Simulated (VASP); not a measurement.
Here is a VASP 6.6.1 calculation.

Contents of INCAR:

```
ALGO     = Normal         # electronic algorithm
EDIFF    = 1E-7           # SCF threshold, eV
ENCUT    = 520            # plane-wave cutoff, eV
GGA      = PE             # functional
ISIF     = 2              # what is computed and relaxed
ISMEAR   = 0              # smearing method
LASPH    = T              # aspherical terms in the spheres
LCHARG   = T              # write CHGCAR
LELF     = T              # ELF
LREAL    = F              # projectors in reciprocal space
LVHAR    = T            
LWAVE    = F              # write WAVECAR
NBANDS   = 33             # bands
NELM     = 100            # most SCF steps
PREC     = Accurate       # precision mode
SIGMA    = 0.05           # smearing width, eV
```

Contents of KPOINTS:

```
k-points
0
Gamma
  8 8 10
```

The input POSCAR:

```
TiO2
1.0
    4.5325531866      0.0000000000      0.0000000000
    0.0000000000      4.5325531866      0.0000000000
    0.0000000000      0.0000000000      2.7789083587
Ti O
2 4
Direct
    0.0000000000      0.0000000000      0.0000000000
    0.5000000000      0.5000000000      0.5000000000
    0.3050970583      0.3050970583      0.0000000000
    0.1949029417      0.8050970583      0.5000000000
    0.6949029417      0.6949029417      0.0000000000
    0.8050970583      0.1949029417      0.5000000000
```

Potentials or basis: VASP PAW PBE potentials, release 64 (Ti_sv, O).

The run is started by

```bash
$ cat potpaw_PBE.64/Ti_sv/POTCAR potpaw_PBE.64/O/POTCAR > POTCAR
$ mpirun -np 1 vasp_std > vasp.out
```

Q: Predict the largest force.

A: 0.953 eV/Å.

Q: Estimate the pressure.

A: 36.2 GPa.

Q: Estimate the band gap on the k mesh.

A: 2.20 eV.

Forces on the atoms (eV/Å):
```
Ti   0.000  0.000  0.000
Ti   0.000  0.000  0.000
O   -0.674 -0.674  0.000
O    0.674 -0.674  0.000
O    0.674  0.674  0.000
O   -0.674  0.674  0.000
```

Caveat: the cell stands under pressure. A k mesh can miss the band edges.
